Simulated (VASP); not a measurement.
Here is a VASP 6.6.1 calculation.

The input INCAR:

```
SYSTEM = HfS2
ALGO = Normal
EDIFF = 1E-6
ENCUT = 500
GGA = PE
GGA_COMPAT = .FALSE.
ISIF = 2
ISMEAR = 0
IVDW = 12
LASPH = .TRUE.
LCHARG = .FALSE.
LREAL = .FALSE.
LWAVE = .FALSE.
NBANDS = 18
NELM = 120
PREC = Accurate
SIGMA = 0.05
```

Contents of KPOINTS:

```
k-points
0
G
  12 12 6
  0 0 0
```

Contents of POSCAR:

```
HfS2
1.0
    3.6058628441      0.0000000000      0.0000000000
   -1.8029314221      3.1227688256      0.0000000000
    0.0000000000      0.0000000000      5.8280916261
Hf S
1 2
Direct
    0.0000000000      0.0000000000      0.0000000000
    0.6666666667      0.3333333333      0.7476059866
    0.3333333333      0.6666666667      0.2523940134
```

Potentials or basis: VASP PAW PBE potentials, release 64 (Hf_pv, S).

Command:

```console
$ cat potpaw_PBE.64/Hf_pv/POTCAR potpaw_PBE.64/S/POTCAR > POTCAR
$ mpirun -np 1 vasp_std > vasp.out
```

(1) Estimate the pressure.

(2) Estimate the largest force.

(3) Estimate the dispersion energy per atom.

(4) Estimate the band gap on the k mesh.

Results:

(1) -1.5 GPa.

(2) 0.227 eV/Å.

(3) -0.337 eV.

(4) 0.90 eV, indirect (least direct gap 1.82 eV).

Caveat: the cell differs from its parent crystal (strain +0.0100 x Voigt [0, 0, 1, 0, 0, 0]); spin-orbit coupling is left out, which moves the levels of the heavy elements.
